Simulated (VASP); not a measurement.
# B (R-3m) in VASP: a series of runs

The runs below take B through single point, relaxation of cell and atoms, with PBEsol.

All numbers are computed with VASP 6.6.1; they aren't measurements. Logs are shortened: lines on timing, memory, paths and dates and some standing lists are left out, and cuts for length are marked.

**1. The cell of the first run**

Symmetry: R-3m, No. 166, trigonal system. The conventional cell has a = 4.877 Å, b = 4.877 Å, c = 12.498 Å, α = 90.00°, β = 90.00°, γ = 120.00°. B (site symmetry m) has 6 B at 1.67 to 1.79 Å within 2.2 Å. B (site symmetry m) has 7 B at 1.77 to 1.99 Å within 2.4 Å.

**2. Single point, PBEsol**

The input, INCAR:

```
  PREC = Accurate
  ENCUT = 520
  EDIFF = 1E-6
  ISMEAR = -1
  SIGMA = 0.05
  LREAL = F
  LASPH = T
  NELM = 100
  ALGO = Normal
  ISIF = 2
  LWAVE = F
  LCHARG = T
  GGA = PS
  LELF = T
  LVHAR = T
  NBANDS = 30
```

The input, KPOINTS:

```
Automatic mesh
0
Gamma
  4 4 4
```

The input, POSCAR:

```
B
1.0
    2.4383420591      1.4077774442      4.1659282508
   -2.4383420591      1.4077774442      4.1659282508
    0.0000000000     -2.8155548884      4.1659282508
B
12
Direct
    0.0105812640      0.6538502901      0.0105812640
    0.0105812640      0.0105812640      0.6538502901
    0.6538502901      0.0105812640      0.0105812640
    0.9894187360      0.3461497099      0.9894187360
    0.3461497099      0.9894187360      0.9894187360
    0.9894187360      0.9894187360      0.3461497099
    0.2215736072      0.6298376755      0.2215736072
    0.2215736072      0.2215736072      0.6298376755
    0.6298376755      0.2215736072      0.2215736072
    0.7784263928      0.3701623245      0.7784263928
    0.3701623245      0.7784263928      0.7784263928
    0.7784263928      0.7784263928      0.3701623245
```

Potentials or basis: VASP PAW PBE potentials, release 64 (B).

Started as:

```sh
cat potpaw_PBE.64/B/POTCAR > POTCAR
mpirun -np 1 vasp_std > vasp.out
```

OUTCAR:

```text
PREC = Accurate
   ENCUT = 520
   EDIFF = 1E-6
   ISMEAR = -1
   LREAL = F
   LASPH = T
   NELM = 100
   ISIF = 2
   GGA = PS

 ion  position               nearest neighbor table
   1  0.011  0.654  0.011-   4 1.67   3 1.74   2 1.74   7 1.79  12 1.79  11 1.79
   2  0.011  0.011  0.654-   6 1.67   3 1.74   1 1.74   8 1.79  10 1.79  11 1.79
   3  0.654  0.011  0.011-   5 1.67   1 1.74   2 1.74   9 1.79  12 1.79  10 1.79
   4  0.989  0.346  0.989-   1 1.67   5 1.74   6 1.74  10 1.79   8 1.79   9 1.79
   5  0.346  0.989  0.989-   3 1.67   4 1.74   6 1.74  11 1.79   8 1.79   7 1.79
   6  0.989  0.989  0.346-   2 1.67   4 1.74   5 1.74  12 1.79   9 1.79   7 1.79
   7  0.222  0.630  0.222-  12 1.77  11 1.77   1 1.79   6 1.79   5 1.79   9 1.99   8 1.99
   8  0.222  0.222  0.630-  10 1.77  11 1.77   2 1.79   4 1.79   5 1.79   7 1.99   9 1.99
   9  0.630  0.222  0.222-  12 1.77  10 1.77   3 1.79   6 1.79   4 1.79   7 1.99   8 1.99
  10  0.778  0.370  0.778-   8 1.77   9 1.77   4 1.79   2 1.79   3 1.79  11 1.99  12 1.99
  11  0.370  0.778  0.778-   8 1.77   7 1.77   5 1.79   2 1.79   1 1.79  10 1.99  12 1.99
  12  0.778  0.778  0.370-   7 1.77   9 1.77   6 1.79   3 1.79   1 1.79  10 1.99  11 1.99

  LATTYP: Found a trigonal (rhomboedric) cell.
 ALAT       =     5.0281515013
 COS(alpha) =     0.5296701464

  Lattice vectors:

 A1 = (   2.4383420591,   1.4077774442,   4.1659282508)
 A2 = (  -2.4383420591,   1.4077774442,   4.1659282508)
 A3 = (   0.0000000000,  -2.8155548884,   4.1659282508)

Analysis of symmetry for initial positions (statically):
=====================================================================
 Subroutine PRICEL returns:
 Original cell was already a primitive cell.

 Routine SETGRP: Setting up the symmetry group for a
 trigonal (rhombohedral) supercell.

 Subroutine GETGRP returns: Found 12 space group operations
 (whereof 12 operations were pure point group operations)
 out of a pool of 12 trial point group operations.

The static configuration has the point symmetry D_3d.

Analysis of symmetry for dynamics (positions and initial velocities):
=====================================================================
 Subroutine PRICEL returns:
 Original cell was already a primitive cell.

 Routine SETGRP: Setting up the symmetry group for a
 trigonal (rhombohedral) supercell.

 Subroutine GETGRP returns: Found 12 space group operations
 (whereof 12 operations were pure point group operations)
 out of a pool of 12 trial point group operations.

The dynamic configuration has the point symmetry D_3d.

 Subroutine INISYM returns: Found 12 space group operations
 (whereof 12 operations are pure point group operations),
 and found     1 'primitive' translations

----------------------------------------------------------------------------------------

                                     Primitive cell

  volume of cell :      85.8009

  direct lattice vectors                    reciprocal lattice vectors
     2.438342059  1.407777444  4.165928251     0.205057366  0.118389925  0.080014180
    -2.438342059  1.407777444  4.165928251    -0.205057366  0.118389925  0.080014180
     0.000000000 -2.815554888  4.165928251     0.000000000 -0.236779851  0.080014180

  length of vectors
     5.028151501  5.028151501  5.028151501     0.249933925  0.249933925  0.249933925

  position of ions in fractional coordinates (direct lattice)
     0.010581264  0.653850290  0.010581264
     0.010581264  0.010581264  0.653850290
     0.653850290  0.010581264  0.010581264
     0.989418736  0.346149710  0.989418736
     0.346149710  0.989418736  0.989418736
     0.989418736  0.989418736  0.346149710
     0.221573607  0.629837675  0.221573607
     0.221573607  0.221573607  0.629837675
     0.629837675  0.221573607  0.221573607
     0.778426393  0.370162325  0.778426393
     0.370162325  0.778426393  0.778426393
     0.778426393  0.778426393  0.370162325

  ion indices of the primitive-cell ions
   primitive index   ion index
                 1           1
                 2           2
                 3           3
                 4           4
                 5           5
                 6           6
                 7           7
                 8           8
                 9           9
                10          10
                11          11
                12          12

----------------------------------------------------------------------------------------

 KPOINTS: Automatic mesh

Automatic generation of k-mesh.
 Grid dimensions read from file:
 generate k-points for:    4    4    4

 Generating k-lattice:

  Cartesian coordinates                     Fractional coordinates (reciprocal lattice)
     0.051264341  0.029597481  0.020003545     0.250000000 -0.000000000  0.000000000
    -0.051264341  0.029597481  0.020003545    -0.000000000  0.250000000  0.000000000
     0.000000000 -0.059194963  0.020003545     0.000000000  0.000000000  0.250000000

  Length of vectors
     0.062483481  0.062483481  0.062483481

  Shift w.r.t. Gamma in fractional coordinates (k-lattice)
     0.000000000  0.000000000  0.000000000

 Subroutine IBZKPT returns following result:
 ===========================================

 Found     13 irreducible k-points:

 Following reciprocal coordinates:
            Coordinates               Weight
  0.000000  0.000000  0.000000      1.000000
  0.250000 -0.000000  0.000000      6.000000
  0.500000 -0.000000  0.000000      3.000000
  0.250000  0.250000  0.000000      6.000000
  0.500000  0.250000  0.000000     12.000000
 -0.250000  0.250000  0.000000      6.000000
  0.500000  0.500000  0.000000      3.000000
  0.250000  0.250000  0.250000      2.000000
  0.500000  0.250000  0.250000      6.000000
 -0.250000  0.250000  0.250000      6.000000
  0.500000  0.500000  0.250000      6.000000
 -0.250000  0.500000  0.250000      6.000000
  0.500000  0.500000  0.500000      1.000000
   k-points           NKPTS =     13   k-points in BZ     NKDIM =     13   number of bands    NBANDS=     30
   number of dos      NEDOS =    301   number of ions     NIONS =     12
   total plane-waves  NPLWV =  64000
   dimension x,y,z NGX =    40 NGY =   40 NGZ =   40
   dimension x,y,z NGXF=    80 NGYF=   80 NGZF=   80
   ions per type =              12
   NGX,Y,Z   is equivalent  to a cutoff of  13.23, 13.23, 13.23 a.u.
   NGXF,Y,Z  is equivalent  to a cutoff of  26.45, 26.45, 26.45 a.u.
 SYSTEM =  unknown system
   PREC   = accura    normal or accurate (medium, high low for compatibility)
   ISTART =      0    job   : 0-new  1-cont  2-samecut
   ICHARG =      2    charge: 1-file 2-atom 10-const
   ISPIN  =      1    spin polarized calculation?
   LNONCOLLINEAR =      F non collinear calculations
   LSORBIT =      F    spin-orbit coupling
   LASPH  =      T    aspherical Exc in radial PAW
   ENCUT  =  520.0 eV  38.22 Ry    6.18 a.u.   9.35  9.35  9.35*2*pi/ulx,y,z
   NELM   =    100;   NELMIN=  2; NELMDL= -5     # of ELM steps
   EDIFF  = 0.1E-05   stopping-criterion for ELM
   LREAL  =      F    real-space projection
   EDIFFG = 0.1E-04   stopping-criterion for IOM
   NSW    =      0    number of steps for IOM
   IBRION =     -1    ionic relax: 0-MD 1-quasi-New 2-CG
   NFREE  =      0    steps in history (QN), initial steepest desc. (CG)
   ISIF   =      2    stress and relaxation
   ISYM   =      2    0-nonsym 1-usesym 2-fastsym
   POTIM  = 0.5000    time-step for ionic-motion
   TEBEG  =    0.0;   TEEND  =   0.0 temperature during run
   PSTRESS=    0.0 pullay stress
   NELECT =      36.0000    total number of electrons
   NUPDOWN=      -1.0000    fix difference up-down
   EMIN   =  10.00;   EMAX   =-10.00  energy-range for DOS
   EFERMI =   0.00;   METHOD = LEGACY
   ISMEAR =    -1;   SIGMA  =   0.05  broadening in eV -4-tet -1-fermi 0-gaus
   EFERMI_NEDOS =   21; number of points for ismear=-14 and -15
   IALGO  =     38    algorithm
   IMIX   =      4    mixing-type and parameters
     AMIX     =   0.40;   BMIX     =  1.00
     AMIX_MAG =   1.60;   BMIX_MAG =  1.00
  volume/ion in A,a.u.               =       7.15        48.25
  Fermi-wavevector in a.u.,A,eV,Ry     =   1.225590  2.316029 20.436905  1.502070
  Thomas-Fermi vector in A             =   2.360622
   LORBIT       =      0    0 simple, 1 ext, 2 COOP (PROOUT), +10 PAW based schemes
   GGA     = PS    functional components
   LHFCALC =     F    Hartree Fock is set to
   AEXX    =    0.0000 exact exchange contribution
   IVDW    =     0    specifies the selected vdW correction
   LEPSILON=     F    determine dielectric tensor
   LRPA    =     F    only Hartree local field effects (RPA)
 non-spin polarized calculation
  energy-cutoff  :      520.00
  volume of cell :       85.80
 maximum number of plane-waves:      2323
 NGX is ok and might be reduce to    40
   NGX = 19   NGY = 19   NGZ = 19

 number of electron      36.0000000 magnetization

 Free energy of the ion-electron system (eV)
  ---------------------------------------------------
  ext. energy  EPLUGINS =         0.00000000
  ---------------------------------------------------
  free energy    TOTEN  =       -84.46178039 eV

  energy without entropy =      -84.46178027  energy(sigma->0) =      -84.46178033

 E-fermi :   6.6929     XC(G=0): -11.7173

 val. band max:        6.0452305597   @ k =   0.5000   0.5000   0.5000
 cond. band min:       7.3830445458   @ k =   0.0000   0.0000   0.0000
 fundamental gap:      1.3378139861
 Fermi energy:         6.6929220746

 k-point     1 :       0.0000    0.0000    0.0000
  band No.  band energies     occupation
      1     -10.2921      2.00000
      2      -4.4729      2.00000
      3      -4.2175      2.00000
      4      -4.2175      2.00000
      5      -3.2542      2.00000
      6      -2.5637      2.00000
[... 418 lines left out ...]
     29      14.1997      0.00000
     30      15.9372      0.00000

------------------------ aborting loop because EDIFF is reached ----------------------------------------

  FORCE on cell =-STRESS in cart. coord.  units (eV):
  Direction    XX          YY          ZZ          XY          YZ          ZX
  --------------------------------------------------------------------------------------
  -------------------------------------------------------------------------------------
  Total        0.2122693      0.2122693      0.2010624      0.0000000      0.0000000     -0.0000000
  in kB        3.9637495      3.9637495      3.7544800      0.0000000      0.0000000     -0.0000000
  external PRESSURE =       3.8939930 kB  Pullay stress =       0.0000000 kB

 VOLUME and BASIS-vectors are now :
 -----------------------------------------------------------------------------
  energy-cutoff  :      520.00
  volume of cell :       85.80
      direct lattice vectors                 reciprocal lattice vectors
     2.438342059  1.407777444  4.165928251     0.205057366  0.118389925  0.080014180
    -2.438342059  1.407777444  4.165928251    -0.205057366  0.118389925  0.080014180
     0.000000000 -2.815554888  4.165928251     0.000000000 -0.236779851  0.080014180

 POSITION                                       TOTAL-FORCE (eV/Angst)
 -----------------------------------------------------------------------------------
     -1.56851      0.90558      2.81205         0.014639     -0.008452     -0.014162
      0.00000     -1.81116      2.81205         0.000000      0.016903     -0.014162
      1.56851      0.90558      2.81205        -0.014639     -0.008452     -0.014162
      1.56851     -0.90558      9.68573        -0.014639      0.008452      0.014162
     -1.56851     -0.90558      9.68573         0.014639      0.008452      0.014162
      0.00000      1.81116      9.68573         0.000000     -0.016903      0.014162
     -0.99549      0.57474      4.46998         0.023938     -0.013821      0.007086
      0.00000     -1.14949      4.46998         0.000000      0.027642      0.007086
      0.99549      0.57474      4.46998        -0.023938     -0.013821      0.007086
      0.99549     -0.57474      8.02781        -0.023938      0.013821     -0.007086
     -0.99549     -0.57474      8.02781         0.023938      0.013821     -0.007086
      0.00000      1.14949      8.02781         0.000000     -0.027642     -0.007086
 -----------------------------------------------------------------------------------
    total drift:                                0.000000     -0.000000      0.000000

  FREE ENERGIE OF THE ION-ELECTRON SYSTEM (eV)
  ---------------------------------------------------
  free  energy   TOTEN  =       -84.4617803902 eV

  energy  without entropy=      -84.4617802749  energy(sigma->0) =      -84.46178033
```

It took 24 s on 1 thread of AMD EPYC 9R45 (Zen 5), shared host; peak memory 0.19 GiB.

Results:

| Quantity | Value |
| --- | --- |
| Free energy | -84.4618 eV |
| Pressure | 0.4 GPa |
| Largest force | 0.029 eV/Å |
| Band gap on the k mesh | 1.34 eV, indirect (least direct gap 1.70 eV) |

Forces in eV/Å, atoms in the order of the input:
```
B    0.015 -0.008 -0.014
B    0.000  0.017 -0.014
B   -0.015 -0.008 -0.014
B   -0.015  0.008  0.014
B    0.015  0.008  0.014
B    0.000 -0.017  0.014
B    0.024 -0.014  0.007
B    0.000  0.028  0.007
B   -0.024 -0.014  0.007
B   -0.024  0.014 -0.007
B    0.024  0.014 -0.007
B    0.000 -0.028 -0.007
```

Caveat: the PAW data sets were made with another functional, which shifts forces and pressure a little. PBEsol gaps usually lie below the measured ones, often by a third to a half.

**3. Relaxation of cell and atoms, PBEsol**

This run uses another cell than the first one, of 7.28 Å³/atom, 1.018 times its volume.

The input, INCAR:

```
ALGO = Normal ; EDIFF = 1E-6
EDIFFG = -0.01 ; ENCUT = 600
GGA = PS ; IBRION = 2
ISIF = 3 ; ISMEAR = -1
LASPH = T ; LCHARG = F
LREAL = F ; LWAVE = F
NELM = 60 ; NSW = 80
PREC = Accurate ; SIGMA = 0.05
```

The input, KPOINTS:

```
k-points
0
Gamma
  4 4 4
```

The input, POSCAR:

```
B
1.0
    2.4540015844      1.4168184754      4.1890000000
   -2.4540015844      1.4168184754      4.1890000000
    0.0000000000     -2.8336369507      4.1890000000
B
12
Direct
    0.0104000000      0.6573000000      0.0104000000
    0.0104000000      0.0104000000      0.6573000000
    0.6573000000      0.0104000000      0.0104000000
    0.9896000000      0.3427000000      0.9896000000
    0.3427000000      0.9896000000      0.9896000000
    0.9896000000      0.9896000000      0.3427000000
    0.2206000000      0.6323000000      0.2206000000
    0.2206000000      0.2206000000      0.6323000000
    0.6323000000      0.2206000000      0.2206000000
    0.7794000000      0.3677000000      0.7794000000
    0.3677000000      0.7794000000      0.7794000000
    0.7794000000      0.7794000000      0.3677000000
```

Potentials or basis: VASP PAW PBE potentials, release 64 (B).

Started as:

```sh
cat potpaw_PBE.64/B/POTCAR > POTCAR
mpirun -np 1 vasp_std > vasp.out
```

Wall time 74 s (1 thread of AMD EPYC 9R45 (Zen 5), shared host); peak memory 0.2 GiB.

The run converged. Its results:

* Free energy: -84.4738 eV
* Relaxed volume: 7.16 Å³/atom
* Relaxed cell: a = 5.030 Å, b = 5.030 Å, c = 5.030 Å, α = 58.02°, β = 58.02°, γ = 58.02°
* Space group after relaxing (to 0.05 Å): R-3m (No. 166)
* Energy gained by relaxing: 5.2 meV/atom
* Ionic steps: 8
* Pressure after relaxing: 0.0 GPa
* Largest force after relaxing: 0.004 eV/Å
* Band gap on the k mesh: 1.33 eV, indirect (least direct gap 1.69 eV)

Forces on the atoms (eV/Å):
```
B   -0.003  0.002 -0.002
B    0.000 -0.004 -0.002
B    0.003  0.002 -0.002
B    0.003 -0.002  0.002
B   -0.003 -0.002  0.002
B    0.000  0.004  0.002
B    0.002 -0.001  0.000
B    0.000  0.002  0.000
B   -0.002 -0.001  0.000
B   -0.002  0.001  0.000
B    0.002  0.001  0.000
B    0.000 -0.002  0.000
```

The path:
```
step  energy change (eV)  largest force (eV/Å)  pressure (GPa)  volume (Å³)
   1              0.0000                0.8325           -2.66        87.39
   2              0.0357                1.3835           -0.09        85.87
   3             -0.0552                0.1042           -1.75        86.70
   4             -0.0612                0.0780            0.65        85.73
   5             -0.0617                0.0491            0.15        85.92
   6             -0.0622                0.0171           -0.06        85.92
   7             -0.0622                0.0127           -0.04        85.92
   8             -0.0623                0.0043            0.02        85.90
```

Final structure:
```
B
1.0
     2.43926    1.40830    4.16757
    -2.43926    1.40830    4.16757
     0.00000   -2.81661    4.16757
B
12
Cartesian
  -1.5687 0.9057 2.8130
  0.0000 -1.8114 2.8130
  1.5687 0.9057 2.8130
  1.5687 -0.9057 9.6897
  -1.5687 -0.9057 9.6897
  0.0000 1.8114 9.6897
  -0.9953 0.5747 4.4719
  0.0000 -1.1493 4.4719
  0.9953 0.5747 4.4719
  0.9953 -0.5747 8.0308
  -0.9953 -0.5747 8.0308
  0.0000 1.1493 8.0308
```

Levels at points of the mesh, in eV from the valence-band top:
```tsv
k point	band 16	band 17	band 18	band 19	band 20	band 21
(0.00, 0.00, 0.00)	-0.86	-0.86	-0.36	1.33	4.53	4.53
(0.50, 0.00, 0.00)	-1.97	-1.76	-0.60	1.86	3.18	3.54
(0.50, 0.50, 0.00)	-2.64	-2.17	-1.95	1.38	2.56	2.78
(0.50, 0.50, 0.50)	-1.96	-1.96	0.00	2.50	2.72	2.72
```

Caveat: the PAW data sets were made with another functional, which shifts forces and pressure a little.

**4. Single point, PBEsol**

The input, INCAR:

```
SYSTEM = B
  ALGO = Normal
  EDIFF = 1E-7
  ENCUT = 520
  GGA = PS
  ISIF = 2
  ISMEAR = -1
  LASPH = .TRUE.
  LCHARG = .TRUE.
  LELF = .TRUE.
  LREAL = .FALSE.
  LVHAR = .TRUE.
  LWAVE = .FALSE.
  NBANDS = 30
  NELM = 80
  PREC = Accurate
  SIGMA = 0.05
```

The input, KPOINTS:

```
k-points
0
G
  7 7 7
  0 0 0
```

The input, POSCAR:

```
B
1.0
    2.4383420591      1.4077774442      4.1659282508
   -2.4383420591      1.4077774442      4.1659282508
    0.0000000000     -2.8155548884      4.1659282508
B
12
Direct
    0.0105812640      0.6538502901      0.0105812640
    0.0105812640      0.0105812640      0.6538502901
    0.6538502901      0.0105812640      0.0105812640
    0.9894187360      0.3461497099      0.9894187360
    0.3461497099      0.9894187360      0.9894187360
    0.9894187360      0.9894187360      0.3461497099
    0.2215736072      0.6298376755      0.2215736072
    0.2215736072      0.2215736072      0.6298376755
    0.6298376755      0.2215736072      0.2215736072
    0.7784263928      0.3701623245      0.7784263928
    0.3701623245      0.7784263928      0.7784263928
    0.7784263928      0.7784263928      0.3701623245
```

Started as:

```sh
cat potpaw_PBE.64/B/POTCAR > POTCAR
mpirun -np 1 vasp_std > vasp.out
```

Wall time 74 s (1 thread of AMD EPYC 9R45 (Zen 5), shared host); peak memory 0.23 GiB.

The run converged. Its results:

```yaml
Free_energy: -84.4722 eV
Pressure: 0.4 GPa
Largest_force: 0.032 eV/Å
Band_gap_on_the_k_mesh: 1.36 eV, indirect (least direct gap 1.68 eV)
```

Forces in eV/Å, atoms in the order of the input:
```
B    0.016 -0.009 -0.009
B    0.000  0.019 -0.009
B   -0.016 -0.009 -0.009
B   -0.016  0.009  0.009
B    0.016  0.009  0.009
B    0.000 -0.019  0.009
B    0.027 -0.015  0.008
B    0.000  0.031  0.008
B   -0.027 -0.015  0.008
B   -0.027  0.015 -0.008
B    0.027  0.015 -0.008
B    0.000 -0.031 -0.008
```

Levels at points of the mesh, in eV from the valence-band top:
```csv
k point,band 16,band 17,band 18,band 19,band 20,band 21
"(0.00, 0.00, 0.00)",-0.84,-0.84,-0.34,1.36,4.56,4.56
```

Caveat: the PAW data sets were made with another functional, which shifts forces and pressure a little.

**5. Summary**

| task | cell | k mesh | cutoff (eV) | gap on the mesh (eV) | pressure (GPa) | largest force (eV/Å) |
| --- | --- | --- | --- | --- | --- | --- |
| single point | a = 5.028 Å, angles 58.0°, 12 atoms | 4 × 4 × 4 | 520 | 1.34 | 0.4 | 0.03 |
| relaxation of cell and atoms | relaxed from a = 5.057 Å, angles 58.1°, 12 atoms | 4 × 4 × 4 | 600 | 1.33 | 0.0 | - |
| single point | a = 5.028 Å, angles 58.0°, 12 atoms | 7 × 7 × 7 | 520 | 1.36 | 0.4 | 0.03 |

Alike in all rows: level PBEsol; potentials or basis VASP PAW PBE potentials, release 64 (B); no spin polarisation; smearing fermi-dirac 0.05 eV.

Caveats: the PAW data sets were made with another functional, which shifts forces and pressure a little.

Absolute energies hang on the potentials; compare differences alone.
